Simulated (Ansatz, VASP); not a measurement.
Given: the input of a run of VASP 6.6.1 on C.

Contents of POSCAR:

```
C
1.0
    0.0000000000      1.7833700000      1.7833700000
    1.7833700000      0.0000000000      1.7833700000
    1.7833700000      1.7833700000      0.0000000000
C
2
Direct
    0.7500000000      0.7500000000      0.7500000000
    0.5000000000      0.5000000000      0.5000000000
```

The input INCAR.step1:

```
SYSTEM = C
PREC = Accurate ; ENCUT = 520
EDIFF = 1E-5 ; ISMEAR = -1
SIGMA = 0.05 ; LREAL = .False.
LASPH = .True. ; NELM = 60
ALGO = Normal ; ISIF = 2
LWAVE = .True. ; GGA = PE
NBANDS = 11
```

Contents of INCAR.step2:

```
SYSTEM = C
PREC = Accurate ; ENCUT = 520
EDIFF = 1E-6 ; ISMEAR = -1
SIGMA = 0.05 ; LREAL = .False.
LASPH = .True. ; NELM = 60
ALGO = Normal ; ISIF = 2
LWAVE = .False. ; LCHARG = .True.
GGA = PE ; LHFCALC = .True.
AEXX = 0.25 ; HFSCREEN = 0.2
PRECFOCK = Normal ; LELF = .True.
LVHAR = .True. ; ISTART = 1
NBANDS = 11
```

Contents of KPOINTS:

```
Automatic mesh
0
Gamma
  7 7 7
  0 0 0
```

Potentials or basis: VASP PAW PBE potentials, release 64 (C).

Command:

```bash
$ cat potpaw_PBE.64/C/POTCAR > POTCAR
$ cp INCAR.step1 INCAR
$ mpirun -np 1 vasp_std > vasp.out
$ cp INCAR.step2 INCAR
$ mpirun -np 1 vasp_std > vasp.out
```

Q: Set up the same calculation for Ansatz 0.2.0. Potentials there: Ansatz PAW.

A: As run (the cutoff follows the program's own potentials):

The input input.yaml:

```yaml
crystal:
  lattice:
    - [0.0, 1.78337, 1.78337]
    - [1.78337, 0.0, 1.78337]
    - [1.78337, 1.78337, 0.0]
  atoms:
    - { symbol: C, position: [0.75, 0.75, 0.75] }
    - { symbol: C, position: [0.5, 0.5, 0.5] }
hamiltonian:
  xc: { exchange: pbe, correlation: pbe, exx: { coeff: 0.25, omega: 0.2 } }
  pseudopotentials: { kind: paw }
kpoints:
  mp_grid: { grid: [7, 7, 7] }
scf:
  occupations: { method: fermi_dirac, width: 0.05 }
output:
  forces: true
  stress: true
  eigenvalues: true
```

Potentials or basis: Ansatz PAW.

Launch:

```sh
$ ansatz run input.yaml --threads 2 --pin off --max-ram 5632MiB --backend cpu --events-out ev --progress --plain --runs-dir out
```

Both were run:

|  | VASP | Ansatz | Ansatz less VASP |
| --- | --- | --- | --- |
| gap on the k mesh at the Fermi level (eV) | 5.42 | 5.43 | +0.009 |
| least direct gap on the mesh (eV) | 6.99 | 7.00 | +0.007 |
| pressure (GPa) | -7.3 | -8.2 | -0.87 |

VASP's potentials were made for PBE, not for PBE-based screened hybrid. The functional is the same, so the differences come from potentials, cutoffs and numerics.

The k mesh is coarse, so the values compare programs but aren't converged. Noted on Ansatz's run: odd divisions of the mesh miss points on the zone boundary, where band edges often lie, so the gap on the mesh can be too wide.
